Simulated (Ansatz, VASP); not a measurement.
One calculation of Sc, two programs

```
CELL_PARAMETERS angstrom
-1.90434 1.90434 1.70608
1.90434 -1.90434 1.70608
1.90434 1.90434 -1.70608
ATOMIC_POSITIONS crystal
Sc 0.00000 0.00000 0.00000
```

Change from the starting cell: volume scaled by 0.98.

Alike in both runs: task single point; functional PBE; k mesh 10 × 10 × 10; occupations fermi-dirac, width 0.05 eV; no spin polarisation.

|  | VASP | Ansatz |
| --- | --- | --- |
| version | VASP 6.6.1 | Ansatz 0.2.0 |
| potentials or method | VASP PAW PBE potentials, release 64 (Sc_sv), cutoff 520 eV | all-electron LAPW, scalar-relativistic |

```tsv
	VASP	Ansatz	Ansatz less VASP
gap on the k mesh at the Fermi level (eV)	none	none	-
pressure (GPa)	0.2	0.2	-0.02
traceless stress, the component that is largest in VASP (GPa)	0.74	0.74	+0.004
```

A gap of «none» marks a metal or a gap that the smearing closes. Ansatz ran all-electron here, and VASP with PAW potentials.
